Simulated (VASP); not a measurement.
TaN:

```
CELL_PARAMETERS angstrom
0.00000 2.17900 2.17900
2.17900 0.00000 2.17900
2.17900 2.17900 0.00000
ATOMIC_POSITIONS crystal
Ta 0.50000 0.50000 0.50000
N 0.00000 0.00000 0.00000
```

Base run:

* Program: VASP 6.6.1
* Functional: r2SCAN
* Potentials or basis: VASP PAW PBE potentials, release 64 (Ta_pv, N)
* Cutoff: 520 eV
* k mesh: 8 × 8 × 8
* Occupations: gaussian, width 0.1 eV
* Spin: collinear spin, ferromagnetic start
* Starting moments: [1.0, 0.0] μB

Its results: band gap on the k mesh zero (filled and empty bands overlap); pressure 12.1 GPa; net moment 0.00 μB per cell.

The run is repeated on the same cell with these changes: potentials or basis from VASP PAW PBE potentials, release 64 (Ta_pv, N) to VASP PAW PBE potentials, release 64 (Ta_sv_GW, N); cutoff from 520 eV to 660 eV; further incar settings from ALGO = Normal; EDIFF = 1e-06; NBANDS = 19 to ALGO = Normal; EDIFF = 1e-06; NBANDS = 20; valence electrons from 16 to 18. What comes out?

Band gap on the k mesh zero (filled and empty bands overlap); pressure 10.0 GPa; net moment 0.00 μB per cell.

Caveats: the PAW data sets were made with another functional, which shifts forces and pressure a little; spin-orbit coupling is left out, which moves the levels of the heavy elements.
